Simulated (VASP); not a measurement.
# RbBr (Pmm2) in VASP: further runs, part 2 of 2

VASP 6.6.1. The steps go on from the part before.

**4. Single point, PBE (atoms displaced along a vibrational mode, the cell strained)**

File INCAR:

```
PREC     = Accurate       # precision mode
ENCUT    = 520            # plane-wave cutoff, eV
EDIFF    = 1E-6           # SCF threshold, eV
ISMEAR   = 0              # smearing method
SIGMA    = 0.05           # smearing width, eV
LREAL    = False          # projectors in reciprocal space
LASPH    = True           # aspherical terms in the spheres
NELM     = 60             # most SCF steps
ALGO     = Normal         # electronic algorithm
ISIF     = 2              # what is computed and relaxed
LWAVE    = False          # write WAVECAR
LCHARG   = True           # write CHGCAR
GGA      = PE             # functional
LELF     = True           # ELF
LVHAR    = True         
NBANDS   = 15             # bands
```

File KPOINTS:

```
regular mesh
0
Gamma
  6 6 6
```

File POSCAR:

```
RbBr
1.0
    4.2486677011      0.0000000000      0.0000000000
    0.0000000000      4.2486677011      0.0000000000
    0.0000000000      0.0000000000      4.1929021031
Rb Br
1 1
Direct
   -0.0694336317      0.0000000000      0.0000000000
    0.5742683689      0.5000000000      0.5000000000
```

Potentials or basis: VASP PAW PBE potentials, release 64 (Rb_sv, Br).

Started as:

```sh
$ cat potpaw_PBE.64/Rb_sv/POTCAR potpaw_PBE.64/Br/POTCAR > POTCAR
$ mpirun -np 1 vasp_std > vasp.out
```

OUTCAR:

```text
PREC = Accurate
   ENCUT = 520
   EDIFF = 1E-6
   ISMEAR = 0
   LREAL = False
   LASPH = True
   NELM = 60
   ISIF = 2
   GGA = PE

 ion  position               nearest neighbor table
   1  0.931  0.000  0.000-   2 3.35   2 3.35   2 3.35   2 3.35   2 4.05   2 4.05   2 4.05   2 4.05

   2  0.574  0.500  0.500-   1 3.35   1 3.35   1 3.35   1 3.35   1 4.05   1 4.05   1 4.05   1 4.05

  LATTYP: Found a simple tetragonal cell.
 ALAT       =     4.2486677011
 C/A-ratio  =     0.9868745682

  Lattice vectors:

 A1 = (   4.2486677011,   0.0000000000,   0.0000000000)
 A2 = (   0.0000000000,   4.2486677011,   0.0000000000)
 A3 = (   0.0000000000,   0.0000000000,   4.1929021031)

Analysis of symmetry for initial positions (statically):
=====================================================================
 Subroutine PRICEL returns:
 Original cell was already a primitive cell.

 Routine SETGRP: Setting up the symmetry group for a
 simple tetragonal supercell.

 Subroutine GETGRP returns: Found  4 space group operations
 (whereof  4 operations were pure point group operations)
 out of a pool of 16 trial point group operations.

The static configuration has the point symmetry C_2v.

Analysis of symmetry for dynamics (positions and initial velocities):
=====================================================================
 Subroutine PRICEL returns:
 Original cell was already a primitive cell.

 Routine SETGRP: Setting up the symmetry group for a
 simple tetragonal supercell.

 Subroutine GETGRP returns: Found  4 space group operations
 (whereof  4 operations were pure point group operations)
 out of a pool of 16 trial point group operations.

The dynamic configuration has the point symmetry C_2v.

 Subroutine INISYM returns: Found  4 space group operations
 (whereof  4 operations are pure point group operations),
 and found     1 'primitive' translations

----------------------------------------------------------------------------------------

                                     Primitive cell

  volume of cell :      75.6868

  direct lattice vectors                    reciprocal lattice vectors
     4.248667701  0.000000000  0.000000000     0.235367901  0.000000000  0.000000000
     0.000000000  4.248667701  0.000000000     0.000000000  0.235367901  0.000000000
     0.000000000  0.000000000  4.192902103     0.000000000  0.000000000  0.238498294

  length of vectors
     4.248667701  4.248667701  4.192902103     0.235367901  0.235367901  0.238498294

  position of ions in fractional coordinates (direct lattice)
     0.930566368  0.000000000  0.000000000
     0.574268369  0.500000000  0.500000000

  ion indices of the primitive-cell ions
   primitive index   ion index
                 1           1
                 2           2

----------------------------------------------------------------------------------------

 KPOINTS: regular mesh

Automatic generation of k-mesh.
 Grid dimensions read from file:
 generate k-points for:    6    6    6

 Generating k-lattice:

  Cartesian coordinates                     Fractional coordinates (reciprocal lattice)
     0.039227984  0.000000000  0.000000000     0.166666667  0.000000000  0.000000000
     0.000000000  0.039227984  0.000000000     0.000000000  0.166666667  0.000000000
     0.000000000  0.000000000  0.039749716     0.000000000  0.000000000  0.166666667

  Length of vectors
     0.039227984  0.039227984  0.039749716

  Shift w.r.t. Gamma in fractional coordinates (k-lattice)
     0.000000000  0.000000000  0.000000000

 Subroutine IBZKPT returns following result:
 ===========================================

 Found     64 irreducible k-points:

 Following reciprocal coordinates:
            Coordinates               Weight
  0.000000  0.000000  0.000000      1.000000
  0.166667  0.000000  0.000000      2.000000
  0.000000  0.166667  0.000000      2.000000
  0.333333  0.000000  0.000000      2.000000
  0.000000  0.333333  0.000000      2.000000
  0.500000  0.000000  0.000000      1.000000
[... 16 lines left out ...]
  0.000000  0.500000  0.166667      2.000000
  0.166667  0.166667  0.166667      8.000000
 [... further k-points ...]
   k-points           NKPTS =     64   k-points in BZ     NKDIM =     64   number of bands    NBANDS=     15
   number of dos      NEDOS =    301   number of ions     NIONS =      2
   total plane-waves  NPLWV =  32768
   dimension x,y,z NGX =    32 NGY =   32 NGZ =   32
   dimension x,y,z NGXF=    64 NGYF=   64 NGZF=   64
   ions per type =               1   1
   NGX,Y,Z   is equivalent  to a cutoff of  12.52, 12.52, 12.69 a.u.
   NGXF,Y,Z  is equivalent  to a cutoff of  25.04, 25.04, 25.38 a.u.
 SYSTEM =  unknown system
   PREC   = accura    normal or accurate (medium, high low for compatibility)
   ISTART =      0    job   : 0-new  1-cont  2-samecut
   ICHARG =      2    charge: 1-file 2-atom 10-const
   ISPIN  =      1    spin polarized calculation?
   LNONCOLLINEAR =      F non collinear calculations
   LSORBIT =      F    spin-orbit coupling
   LASPH  =      T    aspherical Exc in radial PAW
   ENCUT  =  520.0 eV  38.22 Ry    6.18 a.u.   7.90  7.90  7.80*2*pi/ulx,y,z
   NELM   =     60;   NELMIN=  2; NELMDL= -5     # of ELM steps
   EDIFF  = 0.1E-05   stopping-criterion for ELM
   LREAL  =      F    real-space projection
[... 7 lines left out ...]
   TEBEG  =    0.0;   TEEND  =   0.0 temperature during run
   PSTRESS=    0.0 pullay stress
   NELECT =      16.0000    total number of electrons
   NUPDOWN=      -1.0000    fix difference up-down
   EMIN   =  10.00;   EMAX   =-10.00  energy-range for DOS
   EFERMI =   0.00;   METHOD = LEGACY
   ISMEAR =     0;   SIGMA  =   0.05  broadening in eV -4-tet -1-fermi 0-gaus
   EFERMI_NEDOS =   21; number of points for ismear=-14 and -15
   IALGO  =     38    algorithm
   IMIX   =      4    mixing-type and parameters
     AMIX     =   0.40;   BMIX     =  1.00
     AMIX_MAG =   1.60;   BMIX_MAG =  1.00
  volume/ion in A,a.u.               =      37.84       255.38
  Fermi-wavevector in a.u.,A,eV,Ry     =   0.975232  1.842922 12.940202  0.951078
  Thomas-Fermi vector in A             =   2.105755
   LORBIT       =      0    0 simple, 1 ext, 2 COOP (PROOUT), +10 PAW based schemes
   GGA     = PE    functional components
   LHFCALC =     F    Hartree Fock is set to
   AEXX    =    0.0000 exact exchange contribution
   IVDW    =     0    specifies the selected vdW correction
   LEPSILON=     F    determine dielectric tensor
   LRPA    =     F    only Hartree local field effects (RPA)
 non-spin polarized calculation
 Gauss-broadening in eV      SIGMA  =   0.05
  energy-cutoff  :      520.00
  volume of cell :       75.69
 maximum number of plane-waves:      2055
   NGX = 15   NGY = 15   NGZ = 15

 number of electron      16.0000000 magnetization

 Free energy of the ion-electron system (eV)
  ---------------------------------------------------
  ext. energy  EPLUGINS =         0.00000000
  ---------------------------------------------------
  free energy    TOTEN  =        -5.90324666 eV

  energy without entropy =       -5.90324666  energy(sigma->0) =       -5.90324666

 E-fermi :  -0.8703     XC(G=0):  -7.5601

 val. band max:       -1.0851369869   @ k =   0.0000   0.5000   0.5000
 cond. band min:       2.8547126337   @ k =   0.0000   0.0000   0.0000
 fundamental gap:      3.9398496206
 Fermi energy:        -0.8703253751

 k-point     1 :       0.0000    0.0000    0.0000
  band No.  band energies     occupation
      1     -26.1201      2.00000
      2     -13.5816      2.00000
      3     -10.1335      2.00000
      4     -10.1256      2.00000
      5     -10.1249      2.00000
      6      -1.3006      2.00000
      7      -1.2403      2.00000
      8      -1.1806      2.00000
      9       2.8547      0.00000
     10       4.5669      0.00000
     11       5.2898      0.00000
     12       8.5410      0.00000
     13       8.9586      0.00000
     14       9.0548      0.00000
     15       9.7689      0.00000
[... 397 lines left out ...]
 k-point    24 :       0.1667    0.1667    0.1667
  band No.  band energies     occupation
      1     -26.1087      2.00000
      2     -13.5606      2.00000
      3     -10.2000      2.00000
      4     -10.1869      2.00000
      5     -10.0871      2.00000
      6      -1.7190      2.00000
      7      -1.4876      2.00000
      8      -1.4625      2.00000
      9       4.2909      0.00000
     10       5.5831      0.00000
     11       5.8844      0.00000
     12       7.6219      0.00000
     13       8.0029      0.00000
     14       8.7479      0.00000
     15      10.2375      0.00000

 [... further k-points ...]

------------------------ aborting loop because EDIFF is reached ----------------------------------------

  FORCE on cell =-STRESS in cart. coord.  units (eV):
  Direction    XX          YY          ZZ          XY          YZ          ZX
  --------------------------------------------------------------------------------------
  -------------------------------------------------------------------------------------
  Total        0.2872727      0.5354602      0.6863233      0.0000000      0.0000000      0.0000000
  in kB        6.0811347     11.3348961     14.5284423      0.0000000      0.0000000      0.0000000
  external PRESSURE =      10.6481577 kB  Pullay stress =       0.0000000 kB

 VOLUME and BASIS-vectors are now :
 -----------------------------------------------------------------------------
  energy-cutoff  :      520.00
  volume of cell :       75.69
      direct lattice vectors                 reciprocal lattice vectors
     4.248667701  0.000000000  0.000000000     0.235367901  0.000000000  0.000000000
     0.000000000  4.248667701  0.000000000     0.000000000  0.235367901  0.000000000
     0.000000000  0.000000000  4.192902103     0.000000000  0.000000000  0.238498294

 POSITION                                       TOTAL-FORCE (eV/Angst)
 -----------------------------------------------------------------------------------
      3.95367      0.00000      0.00000         0.346424      0.000000      0.000000
      2.43988      2.12433      2.09645        -0.346424      0.000000      0.000000
 -----------------------------------------------------------------------------------
    total drift:                                0.000326      0.000000     -0.000001

  FREE ENERGIE OF THE ION-ELECTRON SYSTEM (eV)
  ---------------------------------------------------
  free  energy   TOTEN  =        -5.9032466645 eV

  energy  without entropy=       -5.9032466645  energy(sigma->0) =       -5.90324666
```

Run time: 17 s. Hardware: 1 thread of Intel Xeon 6975P-C (Granite Rapids), shared host; peak memory 0.21 GiB.

What came out:

```yaml
Free_energy: -5.9032 eV
Pressure: 1.1 GPa
Largest_force: 0.346 eV/Å
Band_gap_on_the_k_mesh: 3.94 eV (least direct gap 4.04 eV)
```

Forces in eV/Å, atoms in the order of the input:
```
Rb   0.346  0.000  0.000
Br  -0.346  0.000  0.000
```

Caveat: the cell differs from its parent crystal (atoms displaced along a vibrational mode, the cell strained).

**5. Single point, PBE (atoms displaced along a vibrational mode, the cell strained)**

File INCAR:

```
SYSTEM = RbBr
ALGO = Normal
EDIFF = 1E-6
ENCUT = 520
GGA = PE
ISIF = 2
ISMEAR = 0
LASPH = .TRUE.
LCHARG = .FALSE.
LREAL = .FALSE.
LWAVE = .FALSE.
NBANDS = 15
NELM = 60
PREC = Accurate
SIGMA = 0.05
```

File KPOINTS:

```
k-points
0
G
  6 6 6
  0 0 0
```

File POSCAR:

```
RbBr
1.0
    4.2486677011      0.0000000000      0.0000000000
    0.0000000000      4.2486677011      0.0000000000
    0.0000000000      0.0000000000      4.1929021031
Rb Br
1 1
Direct
   -0.1157227195      0.0000000000      0.0000000000
    0.6237806148      0.5000000000      0.5000000000
```

Started as:

```sh
$ cat potpaw_PBE.64/Rb_sv/POTCAR potpaw_PBE.64/Br/POTCAR > POTCAR
$ mpirun -np 1 vasp_std > vasp.out
```

Wall time 17 s (1 thread of Intel Xeon 6975P-C (Granite Rapids), shared host); peak memory 0.21 GiB.

It converged, with:

| Quantity | Value |
| --- | --- |
| Free energy | -5.7080 eV |
| Pressure | 3.2 GPa |
| Largest force | 0.603 eV/Å |
| Band gap on the k mesh | 3.90 eV (least direct gap 4.07 eV) |

Forces on the atoms (eV/Å):
```
Rb   0.603  0.000  0.000
Br  -0.603  0.000  0.000
```

Stress tensor (GPa, compression positive):
```
1.54 0.00 0.00
0.00 3.96 0.00
0.00 0.00 4.20
```

Levels at points of the mesh, in eV from the valence-band top:
```
           k point  band 5  band 6  band 7  band 8  band 9  band 10  band 11  band 12
(0.00, 0.00, 0.00)   -8.95   -0.34   -0.23   -0.17    3.90     5.48     7.38     9.26
(0.50, 0.00, 0.00)   -8.93   -1.42   -0.22   -0.16    6.20     7.03     7.62     8.70
(0.00, 0.50, 0.00)   -8.88   -1.53   -0.48   -0.05    5.95     6.33     7.73     7.97
(0.50, 0.50, 0.00)   -8.87   -1.15   -0.97   -0.34    5.64     6.48     8.27     8.91
(0.00, 0.00, 0.50)   -8.90   -1.54   -0.55   -0.04    5.98     6.36     7.85     7.92
(0.50, 0.00, 0.50)   -8.87   -1.17   -0.96   -0.40    5.68     6.39     8.18     8.79
(0.00, 0.50, 0.50)   -8.95   -0.86   -0.83   -0.08    5.67     7.31     8.17     8.22
(0.50, 0.50, 0.50)   -9.19   -1.06   -0.93   -0.91    6.59     6.61     8.55     9.93
```

Caveat: the cell differs from its parent crystal (atoms displaced along a vibrational mode, the cell strained); the cell stands under pressure. A k mesh can miss the band edges.

**6. Single point, PBE (atoms displaced along a vibrational mode, the cell strained)**

File INCAR:

```
SYSTEM = RbBr
  ALGO = Normal
  EDIFF = 1E-7
  ENCUT = 520
  GGA = PE
  ISIF = 2
  ISMEAR = 0
  LASPH = .True.
  LCHARG = .False.
  LREAL = .False.
  LWAVE = .False.
  NBANDS = 15
  NELM = 100
  PREC = Accurate
  SIGMA = 0.05
```

File KPOINTS:

```
k-points
0
Gamma
  6 6 6
  0 0 0
```

File POSCAR:

```
RbBr
1.0
    4.2486677011      0.0000000000      0.0000000000
    0.0000000000      4.2486677011      0.0000000000
    0.0000000000      0.0000000000      4.1929021031
Rb Br
1 1
Direct
   -0.0231445439      0.0000000000      0.0000000000
    0.5247561230      0.5000000000      0.5000000000
```

Potentials or basis: VASP PAW PBE potentials, release 64 (Rb_sv, Br).

Started as:

```sh
$ cat potpaw_PBE.64/Rb_sv/POTCAR potpaw_PBE.64/Br/POTCAR > POTCAR
$ mpirun -np 1 vasp_std > vasp.out
```

Run time: 18 s. Hardware: 1 thread of Intel Xeon 6975P-C (Granite Rapids), shared host; peak memory 0.22 GiB.

The run converged. Its results:

| Property | Result |
| --- | --- |
| Free energy | -5.9927 eV |
| Pressure | -0.1 GPa |
| Largest force | 0.103 eV/Å |
| Band gap on the k mesh | 3.83 eV (least direct gap 3.96 eV) |

Forces on the atoms (eV/Å):
```
Rb   0.103  0.000  0.000
Br  -0.103  0.000  0.000
```

Stress tensor (GPa, compression positive):
```
-0.27  0.00  0.00
 0.00 -0.24  0.00
 0.00  0.00  0.11
```

Levels at points of the mesh, in eV from the valence-band top:
```csv
k point,band 4,band 5,band 6,band 7,band 8,band 9,band 10,band 11,band 12,band 13
"(0.00, 0.00, 0.00)",-9.22,-9.22,-0.20,-0.19,-0.13,3.83,5.63,5.71,9.67,9.72
"(0.50, 0.00, 0.00)",-9.19,-9.18,-1.55,-0.24,-0.17,6.75,6.78,7.23,8.75,9.50
"(0.00, 0.50, 0.00)",-9.19,-9.18,-1.55,-0.23,-0.18,6.72,6.80,7.16,8.47,9.61
"(0.50, 0.50, 0.00)",-9.45,-9.16,-0.99,-0.98,0.00,5.24,6.19,7.97,8.00,10.13
"(0.00, 0.00, 0.50)",-9.19,-9.18,-1.55,-0.24,-0.21,6.73,6.82,7.25,8.43,9.51
"(0.50, 0.00, 0.50)",-9.46,-9.16,-1.00,-0.97,-0.05,5.28,6.10,7.86,7.87,10.18
"(0.00, 0.50, 0.50)",-9.45,-9.16,-1.00,-0.97,-0.04,5.28,6.16,7.84,7.88,10.28
"(0.50, 0.50, 0.50)",-9.40,-9.40,-1.19,-1.17,-1.17,7.82,7.84,7.97,8.99,9.15
```

Caveat: the cell differs from its parent crystal (atoms displaced along a vibrational mode, the cell strained). A k mesh can miss the band edges.

**7. The runs side by side**

| cell | gap on the mesh (eV) | pressure (GPa) | largest force (eV/Å) |
| --- | --- | --- | --- |
| a = 4.137, b = 4.137, c = 4.193 Å, 2 atoms, atomic positions A | 4.02 | 1.2 | 0.30 |
| a = 4.137, b = 4.137, c = 4.193 Å, 2 atoms, atomic positions B | 4.03 | 3.2 | 0.62 |
| a = 4.249, b = 4.249, c = 4.193 Å, 2 atoms, atomic positions C | 3.94 | 1.1 | 0.35 |
| a = 4.249, b = 4.249, c = 4.193 Å, 2 atoms, atomic positions D | 3.90 | 3.2 | 0.60 |
| a = 4.249, b = 4.249, c = 4.193 Å, 2 atoms, atomic positions E | 3.83 | -0.1 | 0.10 |

Alike in all rows: task single point; level PBE; potentials or basis VASP PAW PBE potentials, release 64 (Rb_sv, Br); no spin polarisation; k mesh 6 × 6 × 6; cutoff (eV) 520; smearing gaussian 0.05 eV.

Caveats: the cell stands under pressure (at least some runs).

Total energies depend on the potentials used, so only differences within one code and one set of settings carry meaning.
